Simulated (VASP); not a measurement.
A run of VASP 6.6.1 is set up as follows.

The input INCAR:

```
SYSTEM = AlAs
ALGO = Normal
EDIFF = 1E-6
ENCUT = 500
GGA = CA
GGA_COMPAT = .False.
ISIF = 2
ISMEAR = 0
LASPH = .True.
LCHARG = .False.
LREAL = .False.
LWAVE = .False.
NBANDS = 11
NELM = 120
PREC = Accurate
SIGMA = 0.01
```

The input KPOINTS:

```
k-points
0
Gamma
  8 8 8
  0 0 0
```

The input POSCAR:

```
AlAs
1.0
    2.7421903884      2.7421903884      0.0000000000
   -2.7421903884      2.7421903884      0.0000000000
    0.0000000000      2.7421903884      2.7421903884
Al As
1 1
Direct
    0.0000000000      0.0000000000      0.0000000000
    0.7500000000      0.2500000000      0.5000000000
```

Potentials or basis: VASP PAW LDA potentials, release 64 (Al, As).

Run with:

```sh
$ cat potpaw_LDA.64/Al/POTCAR potpaw_LDA.64/As/POTCAR > POTCAR
$ mpirun -np 1 vasp_std > vasp.out
```

(1) Estimate the pressure.

(2) Estimate the band gap on the k mesh.

Results:

(1) 7.5 GPa.

(2) 1.17 eV, indirect (least direct gap 2.66 eV).
